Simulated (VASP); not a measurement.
# SiB3W (P6/mmm) in VASP: further runs

The runs below take SiB3W through relaxation of cell and atoms, single point, with PBE.

Everything below comes from runs of VASP 6.6.1. Logs are shortened: lines on timing, memory, paths and dates and some standing lists are left out, and cuts for length are marked.

### 1 The cell of the first run

It takes space group P6/mmm (No. 191, hexagonal). Conventional cell: a = 3.357 Å, b = 3.357 Å, c = 6.321 Å, α = 90.00°, β = 90.00°, γ = 120.00°. Within 2.2 Å of Si (site symmetry 6/mmm) lie 6 B at 1.68 Å. Within 2.2 Å of B (site symmetry mmm) lie 4 B at 1.68 Å and 2 Si at 1.68 Å. Within 4.2 Å of W (site symmetry 6/mmm) lie 2 Si at 3.16 Å and 6 W at 3.36 Å and 12 B at 3.58 Å.

### 2 Relaxation of cell and atoms, PBE

INCAR

```
SYSTEM = SiB3W
PREC = Accurate ; ENCUT = 500
EDIFF = 1E-7 ; ISMEAR = 0
SIGMA = 0.1 ; LREAL = .False.
LASPH = .True. ; NELM = 120
ALGO = Normal ; ISIF = 3
LWAVE = .False. ; LCHARG = .False.
GGA = PE ; IBRION = 2
NSW = 90 ; EDIFFG = -0.04
GGA_COMPAT = .False. ; NELMIN = 4
```

KPOINTS

```
Automatic mesh
0
Gamma
  6 6 4
  0 0 0
```

POSCAR

```
SiB3W
1.0
    3.3567327400      0.0000000000      0.0000000000
   -1.6783663700      2.9070158200      0.0000000000
    0.0000000000      0.0000000000      6.3206455600
Si B W
1 3 1
Direct
    0.0000000000      0.0000000000      0.0000000000
    0.5000000000      0.0000000000      0.0000000000
    0.0000000000      0.5000000000      0.0000000000
    0.5000000000      0.5000000000      0.0000000000
    0.0000000000      0.0000000000      0.5000000000
```

Potentials or basis: VASP PAW PBE potentials, release 64 (Si, B, W_sv).

On the command line:

```console
$ cat potpaw_PBE.64/Si/POTCAR potpaw_PBE.64/B/POTCAR potpaw_PBE.64/W_sv/POTCAR > POTCAR
$ mpirun -np 1 vasp_std > vasp.out
```

OUTCAR:

```text
SYSTEM = SiB3W
   PREC = Accurate
   ENCUT = 500
   EDIFF = 1E-7
   ISMEAR = 0
   LREAL = .False.
   LASPH = .True.
   NELM = 120
   ISIF = 3
   GGA = PE
   IBRION = 2
   NSW = 90
   EDIFFG = -0.04
   NELMIN = 4

 ion  position               nearest neighbor table
   1  0.000  0.000  0.000-   3 1.68   4 1.68   3 1.68   4 1.68   2 1.68   2 1.68   5 3.16   5 3.16

   2  0.500  0.000  0.000-   3 1.68   4 1.68   4 1.68   3 1.68   1 1.68   1 1.68
   3  0.000  0.500  0.000-   1 1.68   2 1.68   1 1.68   2 1.68   4 1.68   4 1.68
   4  0.500  0.500  0.000-   1 1.68   2 1.68   2 1.68   1 1.68   3 1.68   3 1.68
   5  0.000  0.000  0.500-   1 3.16   1 3.16

  LATTYP: Found a hexagonal cell.
 ALAT       =     3.3567327400
 C/A-ratio  =     1.8829755151

  Lattice vectors:

 A1 = (   3.3567327400,   0.0000000000,   0.0000000000)
 A2 = (  -1.6783663700,   2.9070158200,   0.0000000000)
 A3 = (   0.0000000000,   0.0000000000,   6.3206455600)

Analysis of symmetry for initial positions (statically):
=====================================================================
 Subroutine PRICEL returns:
 Original cell was already a primitive cell.

 Routine SETGRP: Setting up the symmetry group for a
 hexagonal supercell.

 Subroutine GETGRP returns: Found 24 space group operations
 (whereof 24 operations were pure point group operations)
 out of a pool of 24 trial point group operations.

The static configuration has the point symmetry D_6h.

Analysis of symmetry for dynamics (positions and initial velocities):
=====================================================================
 Subroutine PRICEL returns:
 Original cell was already a primitive cell.

 Routine SETGRP: Setting up the symmetry group for a
 hexagonal supercell.

 Subroutine GETGRP returns: Found 24 space group operations
 (whereof 24 operations were pure point group operations)
 out of a pool of 24 trial point group operations.

The dynamic configuration has the point symmetry D_6h.

 Subroutine INISYM returns: Found 24 space group operations
 (whereof 24 operations are pure point group operations),
 and found     1 'primitive' translations

----------------------------------------------------------------------------------------

                                     Primitive cell

  volume of cell :      61.6773

  direct lattice vectors                    reciprocal lattice vectors
     3.356732740  0.000000000  0.000000000     0.297908734  0.171997688  0.000000000
    -1.678366370  2.907015820  0.000000000     0.000000000  0.343995376  0.000000000
     0.000000000  0.000000000  6.320645560     0.000000000  0.000000000  0.158211687

  length of vectors
     3.356732740  3.356732734  6.320645560     0.343995375  0.343995376  0.158211687

  position of ions in fractional coordinates (direct lattice)
     0.000000000  0.000000000  0.000000000
     0.500000000  0.000000000  0.000000000
     0.000000000  0.500000000  0.000000000
     0.500000000  0.500000000  0.000000000
     0.000000000  0.000000000  0.500000000

  ion indices of the primitive-cell ions
   primitive index   ion index
                 1           1
                 2           2
                 3           3
                 4           4
                 5           5

----------------------------------------------------------------------------------------

 KPOINTS: Automatic mesh

Automatic generation of k-mesh.
 Grid dimensions read from file:
 generate k-points for:    6    6    4

 Generating k-lattice:

  Cartesian coordinates                     Fractional coordinates (reciprocal lattice)
     0.049651456  0.028666281  0.000000000     0.166666667  0.000000000  0.000000000
     0.000000000  0.057332563  0.000000000     0.000000000  0.166666667  0.000000000
     0.000000000  0.000000000  0.039552922     0.000000000  0.000000000  0.250000000

  Length of vectors
     0.057332563  0.057332563  0.039552922

  Shift w.r.t. Gamma in fractional coordinates (k-lattice)
     0.000000000  0.000000000  0.000000000

 Subroutine IBZKPT returns following result:
 ===========================================

 Found     21 irreducible k-points:

 Following reciprocal coordinates:
            Coordinates               Weight
  0.000000  0.000000  0.000000      1.000000
  0.166667  0.000000  0.000000      6.000000
  0.333333 -0.000000  0.000000      6.000000
  0.500000 -0.000000  0.000000      3.000000
  0.166667  0.166667  0.000000      6.000000
  0.333333  0.166667  0.000000     12.000000
[... 13 lines left out ...]
  0.333333  0.166667  0.500000     12.000000
  0.333333  0.333333  0.500000      2.000000
   k-points           NKPTS =     21   k-points in BZ     NKDIM =     21   number of bands    NBANDS=     17
   number of dos      NEDOS =    301   number of ions     NIONS =      5
   total plane-waves  NPLWV =  27648
   dimension x,y,z NGX =    24 NGY =   24 NGZ =   48
   dimension x,y,z NGXF=    48 NGYF=   48 NGZF=   96
   ions per type =               1   3   1
   NGX,Y,Z   is equivalent  to a cutoff of  11.89, 11.89, 12.62 a.u.
   NGXF,Y,Z  is equivalent  to a cutoff of  23.77, 23.77, 25.25 a.u.
 SYSTEM =  SiB3W
   PREC   = accura    normal or accurate (medium, high low for compatibility)
   ISTART =      0    job   : 0-new  1-cont  2-samecut
   ICHARG =      2    charge: 1-file 2-atom 10-const
   ISPIN  =      1    spin polarized calculation?
   LNONCOLLINEAR =      F non collinear calculations
   LSORBIT =      F    spin-orbit coupling
   LASPH  =      T    aspherical Exc in radial PAW
   ENCUT  =  500.0 eV  36.75 Ry    6.06 a.u.   6.12  6.12 11.52*2*pi/ulx,y,z
   NELM   =    120;   NELMIN=  4; NELMDL= -5     # of ELM steps
   EDIFF  = 0.1E-06   stopping-criterion for ELM
   LREAL  =      F    real-space projection
   EDIFFG = -.4E-01   stopping-criterion for IOM
   NSW    =     90    number of steps for IOM
   IBRION =      2    ionic relax: 0-MD 1-quasi-New 2-CG
   NFREE  =      1    steps in history (QN), initial steepest desc. (CG)
   ISIF   =      3    stress and relaxation
   ISYM   =      2    0-nonsym 1-usesym 2-fastsym
   POTIM  = 0.5000    time-step for ionic-motion
   TEBEG  =    0.0;   TEEND  =   0.0 temperature during run
   PSTRESS=    0.0 pullay stress
   NELECT =      27.0000    total number of electrons
   NUPDOWN=      -1.0000    fix difference up-down
   EMIN   =  10.00;   EMAX   =-10.00  energy-range for DOS
   EFERMI =   0.00;   METHOD = LEGACY
   ISMEAR =     0;   SIGMA  =   0.10  broadening in eV -4-tet -1-fermi 0-gaus
   EFERMI_NEDOS =   21; number of points for ismear=-14 and -15
   IALGO  =     38    algorithm
   IMIX   =      4    mixing-type and parameters
     AMIX     =   0.40;   BMIX     =  1.00
     AMIX_MAG =   1.60;   BMIX_MAG =  1.00
  volume/ion in A,a.u.               =      12.34        83.24
  Fermi-wavevector in a.u.,A,eV,Ry     =   1.243047  2.349018 21.023258  1.545166
  Thomas-Fermi vector in A             =   2.377375
   LORBIT       =      0    0 simple, 1 ext, 2 COOP (PROOUT), +10 PAW based schemes
   GGA     = PE    functional components
   LHFCALC =     F    Hartree Fock is set to
   AEXX    =    0.0000 exact exchange contribution
   IVDW    =     0    specifies the selected vdW correction
   LEPSILON=     F    determine dielectric tensor
   LRPA    =     F    only Hartree local field effects (RPA)
 conjugate gradient relaxation of ions
 non-spin polarized calculation
 Gauss-broadening in eV      SIGMA  =   0.10
  energy-cutoff  :      500.00
  volume of cell :       61.68
 maximum number of plane-waves:      1608
   NGX = 13   NGY = 13   NGZ = 23

--------------------------------------- Ionic step        1  -------------------------------------------

 number of electron      26.9999998 magnetization

 Free energy of the ion-electron system (eV)
  ---------------------------------------------------
  ext. energy  EPLUGINS =         0.00000000
  ---------------------------------------------------
  free energy    TOTEN  =       -23.03751642 eV

  energy without entropy =      -23.00609017  energy(sigma->0) =      -23.02180330

------------------------ aborting loop because EDIFF is reached ----------------------------------------

  FORCE on cell =-STRESS in cart. coord.  units (eV):
  Direction    XX          YY          ZZ          XY          YZ          ZX
  --------------------------------------------------------------------------------------
  -------------------------------------------------------------------------------------
  Total       31.9495533     31.9495531     -5.3911688      0.0000000      0.0000000     -0.0000000
  in kB      829.9458846    829.9458808   -140.0450994      0.0000000      0.0000000     -0.0000000
  external PRESSURE =     506.6155554 kB  Pullay stress =       0.0000000 kB
[... 24 lines left out ...]
  energy  without entropy=      -23.0060901720  energy(sigma->0) =      -23.02180330

--------------------------------------- Ionic step        2  -------------------------------------------

 number of electron      26.9999996 magnetization

 E-fermi :   2.8007     XC(G=0):  -9.1351

 val. band max:        2.7660211387   @ k =   0.1667   0.0000   0.5000
 cond. band min:       2.8111550131   @ k =   0.1667   0.1667   0.2500
 fundamental gap:      0.0451338744
 Fermi energy:         2.8007345213

 k-point     1 :       0.0000    0.0000    0.0000
  band No.  band energies     occupation
      1     -71.9136      2.00000
      2     -36.0381      2.00000
      3     -36.0381      2.00000
      4     -35.9456      2.00000
      5      -9.4064      2.00000
      6      -2.2975      2.00000
[... 9 lines left out ...]
     16       2.8544      0.44829
     17       2.8544      0.44829
[... 469 lines left out ...]
  FREE ENERGIE OF THE ION-ELECTRON SYSTEM (eV)
  ---------------------------------------------------
  free  energy   TOTEN  =       -27.0055482995 eV

  energy  without entropy=      -26.9781203224  energy(sigma->0) =      -26.99183431

 E-fermi :   4.6247     XC(G=0):  -9.9954

 val. band max:        4.6143334515   @ k =   0.1667   0.0000   0.0000
 cond. band min:       4.6356283008   @ k =   0.1667   0.1667   0.2500
 fundamental gap:      0.0212948492
 Fermi energy:         4.6247276526

 k-point     1 :       0.0000    0.0000    0.0000
  band No.  band energies     occupation
      1     -70.1551      2.00000
      2     -34.2370      2.00000
      3     -34.2031      2.00000
      4     -34.2031      2.00000
      5     -10.3087      2.00000
      6      -2.2556      2.00000
[... 9 lines left out ...]
     16       4.9805      0.00000
     17       4.9805      0.00000
[... 383 lines left out ...]
      1     -70.1545      2.00000
      2     -34.2339      2.00000
      3     -34.2215      2.00000
      4     -34.2215      2.00000
      5      -7.3233      2.00000
      6      -6.5536      2.00000
[... 9 lines left out ...]
     16       4.8012      0.01259
     17       5.7691      0.00000

[... ionic steps 4 to 10 ...]

--------------------------------------- Ionic step       11  -------------------------------------------

 number of electron      26.9999992 magnetization

------------------------ aborting loop because EDIFF is reached ----------------------------------------

  FORCE on cell =-STRESS in cart. coord.  units (eV):
  Direction    XX          YY          ZZ          XY          YZ          ZX
  --------------------------------------------------------------------------------------
  -------------------------------------------------------------------------------------
  Total        0.4738573      0.4738573      0.4314324      0.0000000      0.0000000     -0.0000000
  in kB       12.4376203     12.4376202     11.3240677      0.0000000      0.0000000     -0.0000000
  external PRESSURE =      12.0664361 kB  Pullay stress =       0.0000000 kB
[... 63 lines left out ...]
  energy  without entropy=      -29.5303347113  energy(sigma->0) =      -29.54137941

--------------------------------------- Ionic step       13  -------------------------------------------

 number of electron      26.9999993 magnetization

 Free energy of the ion-electron system (eV)
  ---------------------------------------------------
  ext. energy  EPLUGINS =         0.00000000
  ---------------------------------------------------
  free energy    TOTEN  =       -29.55288933 eV

  energy without entropy =      -29.53108503  energy(sigma->0) =      -29.54198718

 E-fermi :   6.9924     XC(G=0): -11.1656

 val. band max:        6.9758803977   @ k =   0.3333  -0.0000   0.5000
 cond. band min:       7.0202034736   @ k =   0.3333  -0.0000   0.5000
 fundamental gap:      0.0443230758
 Fermi energy:         6.9923558160

 k-point     1 :       0.0000    0.0000    0.0000
  band No.  band energies     occupation
      1     -67.2327      2.00000
      2     -31.4511      2.00000
      3     -31.4511      2.00000
      4     -31.4011      2.00000
      5      -8.0465      2.00000
      6       0.1798      2.00000
[... 9 lines left out ...]
     16       7.9056      0.00000
     17       7.9056      0.00000
[... 430 lines left out ...]
  FREE ENERGIE OF THE ION-ELECTRON SYSTEM (eV)
  ---------------------------------------------------
  free  energy   TOTEN  =       -29.5528893340 eV

  energy  without entropy=      -29.5310850317  energy(sigma->0) =      -29.54198718

 reached required accuracy - stopping structural energy minimisation
```

Run time: 3.7 min. Hardware: 1 thread of AMD EPYC 7R13 (Zen 3), shared host; peak memory 0.17 GiB.

Results:

```
Free energy                            : -29.5529 eV
Relaxed volume                         : 12.32 Å³/atom
Relaxed cell                           : a = 3.908 Å, b = 3.908 Å, c = 4.659 Å, α = 90.00°, β = 90.00°, γ = 120.00°
Space group after relaxing (to 0.05 Å) : P6/mmm (No. 191)
Energy gained by relaxing              : 1303.1 meV/atom
Ionic steps                            : 13
Pressure after relaxing                : -0.2 GPa
```

The path:
```csv
step,energy change (eV),largest force (eV/Å),pressure (GPa),volume (Å³)
1,0.0000,0.0000,50.66,61.68
2,-1.9278,0.0000,-23.12,100.07
3,-3.9680,0.0000,-10.35,79.95
4,-3.9752,0.0000,-9.25,79.22
5,-3.9756,0.0000,-8.61,78.81
6,-5.1036,0.0000,-9.59,72.36
7,-6.4595,0.0000,-4.02,63.49
8,-6.3559,0.0000,5.14,59.43
9,-6.5128,0.0000,-1.40,62.13
10,-6.5130,0.0000,-0.67,61.78
11,-6.5136,0.0000,1.21,61.04
12,-6.5149,0.0000,0.37,61.37
13,-6.5154,0.0000,-0.16,61.61
```

Final structure:
```cif
data_structure
_symmetry_space_group_name_H-M 'P 1'
_symmetry_Int_Tables_number 1
_cell_length_a 3.9076
_cell_length_b 3.9076
_cell_length_c 4.6588
_cell_angle_alpha 90.000
_cell_angle_beta 90.000
_cell_angle_gamma 120.000
_cell_volume 61.61
loop_
_atom_site_label
_atom_site_type_symbol
_atom_site_fract_x
_atom_site_fract_y
_atom_site_fract_z
_atom_site_occupancy
Si1 Si 0.00000 0.00000 0.00000 1
B1 B 0.50000 0.00000 0.00000 1
B2 B 0.00000 0.50000 0.00000 1
B3 B 0.50000 0.50000 0.00000 1
W1 W 0.00000 0.00000 0.50000 1
```

Caveat: the k points lie up to 0.34 Å⁻¹ apart in the final cell; spin-orbit coupling is left out, which moves the levels of the heavy elements.

### 3 Single point, PBE

This run uses another cell than the first one: it holds 10 atoms, not 5.

INCAR

```
PREC = Accurate
ENCUT = 500
EDIFF = 1E-6
ISMEAR = 0
SIGMA = 0.2
LREAL = False
LASPH = True
NELM = 120
ALGO = Normal
ISIF = 2
LWAVE = False
LCHARG = False
GGA = PE
NBANDS = 38
GGA_COMPAT = False
```

KPOINTS

```
Automatic mesh
0
Gamma
  6 6 4
```

POSCAR

```
SiB3W
1.0
   -1.9591393721      3.3933289315      0.0000000000
    0.0000000000      0.0000000000      4.6305048016
    5.8774181161      3.3933289316      0.0000000000
Si B W
2 6 2
Direct
    0.5000000000      1.0000000000      0.5000000000
    0.0000000000      0.0000000000      0.0000000000
    0.7500000000      1.0000000000      0.2500000000
    0.2500000000      1.0000000000      0.7500000000
    0.5000000000      0.0000000000      1.0000000000
    0.0000000000      1.0000000000      0.5000000000
    0.2500000000      1.0000000000      0.2500000000
    0.7500000000      1.0000000000      0.7500000000
    0.0000000000      0.5000000000      0.0000000000
    0.5000000000      0.5000000000      0.5000000000
```

Potentials or basis: VASP PAW PBE potentials, release 64 (Si, B, W_sv).

On the command line:

```console
$ cat potpaw_PBE.64/Si/POTCAR potpaw_PBE.64/B/POTCAR potpaw_PBE.64/W_sv/POTCAR > POTCAR
$ mpirun -np 1 vasp_std > vasp.out
```

It took 2.8 min on 1 thread of AMD EPYC 7R13 (Zen 3), shared host; peak memory 0.3 GiB.

Results (log left out):

```
Free energy            : -59.0380 eV
Pressure               : 0.2 GPa
Band gap on the k mesh : zero (band 27 reaches 8.05 eV, above the bottom of band 28 at 5.80 eV)
```

Stress tensor (GPa, compression positive):
```
 0.17  0.33  0.00
 0.33 -0.21  0.00
 0.00  0.00  0.53
```

Levels at points of the mesh, in eV from the Fermi level:
```csv
k point,band 25,band 26,band 27,band 28,band 29,band 30
"(0.00, 0.00, 0.00)",-1.22,-0.77,-0.77,-0.60,0.08,0.91
"(0.50, 0.00, 0.00)",-0.53,-0.53,-0.38,-0.38,-0.18,-0.18
"(0.00, 0.50, 0.00)",-0.76,-0.28,-0.13,0.83,1.01,1.09
"(0.50, 0.50, 0.00)",0.15,0.15,0.72,0.72,0.97,0.97
"(0.00, 0.00, 0.50)",-1.30,-1.30,-1.24,-1.24,-0.65,-0.65
"(0.50, 0.00, 0.50)",-0.60,-0.60,0.08,0.08,1.96,1.96
"(0.00, 0.50, 0.50)",-0.19,-0.19,-0.13,-0.13,1.11,1.11
"(0.50, 0.50, 0.50)",0.83,0.83,1.01,1.01,1.10,1.10
```

Caveat: spin-orbit coupling is left out, which moves the levels of the heavy elements.
